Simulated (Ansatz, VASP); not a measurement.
**H in VASP and in Ansatz**

Contents of INCAR:

```
SYSTEM = H
PREC = Accurate
ENCUT = 400
EDIFF = 1E-6
ISMEAR = 0
SIGMA = 0.02
LREAL = .FALSE.
LASPH = .TRUE.
NELM = 120
ALGO = Normal
ISIF = 2
LWAVE = .FALSE.
LCHARG = .TRUE.
GGA = PE
IVDW = 13
LELF = .TRUE.
LVHAR = .TRUE.
NBANDS = 8
GGA_COMPAT = .FALSE.
NELMDL = -8
```

KPOINTS

```
regular mesh
0
G
  1 1 1
  0 0 0
```

The input POSCAR:

```
H
1.0
   10.0000000000      0.0000000000      0.0000000000
    0.0000000000     10.0000000000      0.0000000000
    0.0000000000      0.0000000000     10.0000000000
H
2
Direct
    0.5000000000      0.5000000000      0.4545000000
    0.5000000000      0.5000000000      0.5455000000
```

Input for Ansatz:

```yaml
crystal:
  lattice:
    - [10.0, 0.0, 0.0]
    - [0.0, 10.0, 0.0]
    - [0.0, 0.0, 10.0]
  atoms:
    - { symbol: H, position: [0.5, 0.5, 0.4545] }
    - { symbol: H, position: [0.5, 0.5, 0.5455] }
scf:
  occupations: { method: gaussian, width: 0.02 }
output:
  stress: false
  eigenvalues: true
kpoints:
  mp_grid: { grid: [1, 1, 1] }
hamiltonian:
  xc: pbe
  dispersion: d4
```

Alike in both runs: task single point; functional PBE; dispersion D4; k mesh 1 × 1 × 1; occupations gaussian, width 0.02 eV; no spin polarisation.

|  | VASP | Ansatz |
| --- | --- | --- |
| version | VASP 6.6.1 | Ansatz 0.2.0 |
| potentials or method | VASP PAW PBE potentials, release 64 (H) | scalar-relativistic, plane waves, PAW |
| plane-wave cutoff (eV) | 400 | 420 |
| valence electrons in the cell | 2 | 2 |

|  | VASP | Ansatz | Ansatz less VASP |
| --- | --- | --- | --- |
| gap on the k mesh at the Fermi level (eV) | 9.37 | 9.37 | +0.001 |
